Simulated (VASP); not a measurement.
The system is EuO.

```xyz
2
Lattice="0.0000 2.5720 2.5720 2.5720 0.0000 2.5720 2.5720 2.5720 0.0000" Properties=species:S:1:pos:R:3 pbc="T T T"
Eu    0.0000    0.0000    0.0000
O     2.5720    2.5720    2.5720
```

Base run:

```yaml
Program: VASP 6.6.1
Functional: PBE
Potentials_or_basis: VASP PAW PBE potentials, release 64 (Eu, O)
Cutoff: 600 eV
k_mesh: 6 × 6 × 6
Occupations: fermi-dirac, width 0.1 eV
Spin: collinear spin, ferromagnetic start
Starting_moments: "[4.9, 0.0] μB"
Hubbard_terms: Eu f U = 3.0 eV
```

Its results: band gap on the k mesh zero (filled and empty bands overlap); pressure -1.5 GPa; net moment 6.99 μB per cell; site moments Eu +6.66; O -0.10 μB.

Q: The run is repeated on the same cell with these changes: k mesh from 6 × 6 × 6 to 3 × 3 × 3. What comes out?

A: Band gap on the k mesh 0.15 eV, indirect (least direct gap 0.23 eV); pressure -1.6 GPa; net moment 7.00 μB per cell; site moments Eu +6.65; O -0.09 μB.

Caveats: some runs use coarse meshes; spin-orbit coupling is left out, which moves the levels of the heavy elements; a cell with one magnetic atom can't hold antiferromagnetic order, which such compounds often take.

A k mesh can miss the band edges.
